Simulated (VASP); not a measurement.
Set up this calculation in VASP 6.6.1, as the native input.

| Property | Result |
| --- | --- |
| Task | single point |
| Functional | PBE |
| Potentials or basis | VASP PAW PBE potentials, release 64 (Ta_pv, N) |
| Cutoff | 520 eV |
| k mesh | 4 × 4 × 4 |
| Occupations | gaussian, width 0.1 eV |
| Spin | collinear spin, ferromagnetic start |
| Starting moments | [1.0, 1.0, 1.0, 0.0, 0.0, 0.0, 0.0] μB |
| Dipole correction | no |
| Further INCAR settings | ALGO = Normal; EDIFF = 1e-07; NBANDS = 40 |

The structure of Ta3N4 lies in POSCAR:

```
Ta3N4
1.0
    4.6114360600      0.0000000000      0.0000000000
    0.0000000000      4.6114360600      0.0000000000
    0.0000000000      0.0000000000      4.6114360600
Ta N
3 4
Direct
    0.0000000000      0.0000000000      0.5000000000
    0.5000000000      0.0000000000      0.0000000000
    0.0000000000      0.5000000000      0.0000000000
    0.7237776700      0.2762223300      0.2762223300
    0.2762223300      0.7237776700      0.2762223300
    0.2762223300      0.2762223300      0.7237776700
    0.7237776700      0.7237776700      0.7237776700
```

One way to write it, as run:

INCAR

```
SYSTEM = Ta3N4
ALGO = Normal ; EDIFF = 1E-7
ENCUT = 520 ; GGA = PE
ISIF = 2 ; ISMEAR = 0
ISPIN = 2 ; LASPH = .True.
LCHARG = .True. ; LELF = .True.
LMAXMIX = 4 ; LORBIT = 11
LREAL = .False. ; LVHAR = .True.
LWAVE = .False. ; MAGMOM = 1 1 1 0 0 0 0
NBANDS = 40 ; NELM = 150
PREC = Accurate ; SIGMA = 0.1
```

KPOINTS

```
k-points
0
Gamma
  4 4 4
  0 0 0
```

Potentials or basis: VASP PAW PBE potentials, release 64 (Ta_pv, N).

The run is started by

```bash
$ cat potpaw_PBE.64/Ta_pv/POTCAR potpaw_PBE.64/N/POTCAR > POTCAR
$ mpirun -np 1 vasp_std > vasp.out
```

Results of the run:

```json
{
  "Pressure": "-10.6 GPa",
  "Largest force": "2.450 eV/Å",
  "Net moment": "0.00 μB per cell",
  "Valence electrons inside the program's atomic spheres": "Ta 8.83; N 3.67"
}
```

Caveat: forces of over 1 eV/Å act on the atoms, so gaps and moduli don't describe the material at rest.

Run time: 55 s on 1 thread of Intel(R) Xeon(R) Platinum 8488C (Sapphire Rapids) (shared host), peak memory 0.26 GiB.
